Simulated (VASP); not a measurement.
A run of VASP 6.6.1 is set up as follows.

Contents of INCAR:

```
SYSTEM = PIr2
PREC = Accurate
ENCUT = 520
EDIFF = 1E-6
ISMEAR = 0
SIGMA = 0.1
LREAL = .False.
LASPH = .True.
NELM = 80
ALGO = Normal
ISIF = 2
LWAVE = .False.
LCHARG = .True.
GGA = PS
LELF = .True.
LVHAR = .True.
NBANDS = 18
```

The input KPOINTS:

```
Automatic mesh
0
Gamma
  14 14 14
  0 0 0
```

The input POSCAR:

```
PIr2
1.0
    0.0000000000      2.7098702316      2.7098702316
    2.7098702316      0.0000000000      2.7098702316
    2.7098702316      2.7098702316      0.0000000000
P Ir
1 2
Direct
    0.0000000000      0.0000000000      0.0000000000
    0.2500000000      0.2500000000      0.2500000000
    0.7500000000      0.7500000000      0.7500000000
```

Potentials or basis: VASP PAW PBE potentials, release 64 (P, Ir).

Command:

```console
$ cat potpaw_PBE.64/P/POTCAR potpaw_PBE.64/Ir/POTCAR > POTCAR
$ mpirun -np 1 vasp_std > vasp.out
```

Predict the pressure.

23.7 GPa.

Caveat: the PAW data sets were made with another functional, which shifts forces and pressure a little.
